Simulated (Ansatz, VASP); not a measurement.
## Two plane-wave programs on KI

POSCAR

```
KI
1.0
    0.0000000000      3.5245500000      3.5950410000
    3.5245500000      0.0000000000      3.5950410000
    3.5245500000      3.5245500000      0.0000000000
K I
1 1
Direct
    0.0000000000      0.0000000000      0.0000000000
    0.5000000000      0.5000000000      0.5000000000
```

File INCAR.step1:

```
SYSTEM = KI
PREC = Accurate
ENCUT = 520
ISMEAR = 0
SIGMA = 0.05
LREAL = .False.
LASPH = .True.
NELM = 100
NBANDS = 15
GGA = PE
ALGO = Normal
EDIFF = 1E-4
LWAVE = .True.
LCHARG = .False.
```

INCAR.step2

```
SYSTEM = KI
PREC = Accurate
ENCUT = 520
EDIFF = 1E-7
ISMEAR = 0
SIGMA = 0.05
LREAL = .False.
LASPH = .True.
NELM = 100
ALGO = Normal
ISIF = 2
LWAVE = .False.
LCHARG = .False.
METAGGA = R2SCAN
LMIXTAU = .True.
NBANDS = 15
ISTART = 1
```

File KPOINTS:

```
Automatic mesh
0
Gamma
  6 6 6
  0 0 0
```

Input for Ansatz:

```yaml
crystal:
  lattice:
    - [0.0, 3.52455, 3.595041]
    - [3.52455, 0.0, 3.595041]
    - [3.52455, 3.52455, 0.0]
  atoms:
    - { symbol: K, position: [0.0, 0.0, 0.0] }
    - { symbol: I, position: [0.5, 0.5, 0.5] }
basis:
  ecutwfc: 500
kpoints:
  mp_grid: { grid: [6, 6, 6] }
hamiltonian:
  xc: r2scan
scf:
  occupations: { method: gaussian, width: 0.05 }
output:
  forces: true
  stress: true
  eigenvalues: true
```

Change from the starting cell: strain +0.0200 x Voigt [0, 0, 1, 0, 0, 0], atoms carried along.

Alike in both runs: task single point; functional r2SCAN; k mesh 6 × 6 × 6; occupations gaussian, width 0.05 eV; no spin polarisation.

|  | VASP | Ansatz |
| --- | --- | --- |
| version | VASP 6.6.1 | Ansatz 0.2.0 |
| potentials or method | VASP PAW PBE potentials, release 64 (K_sv, I), cutoff 520 eV | scalar-relativistic, plane waves, PAW |
| valence electrons in the cell | 16 | 26 |

```csv
,VASP,Ansatz,Ansatz less VASP
gap on the k mesh at the Fermi level (eV),4.57,4.58,+0.003
least direct gap on the mesh (eV),4.57,4.58,+0.003
pressure (GPa),0.0,0.0,0.00
"traceless stress, the component that is largest in VASP (GPa)",-0.34,-0.34,+0.003
```

VASP's potentials were made for PBE, not for r2SCAN. VASP's potentials hold 16 valence electrons a cell and Ansatz's 26, so a difference there can come from the potentials and not from the codes.

Spin-orbit coupling is off throughout.
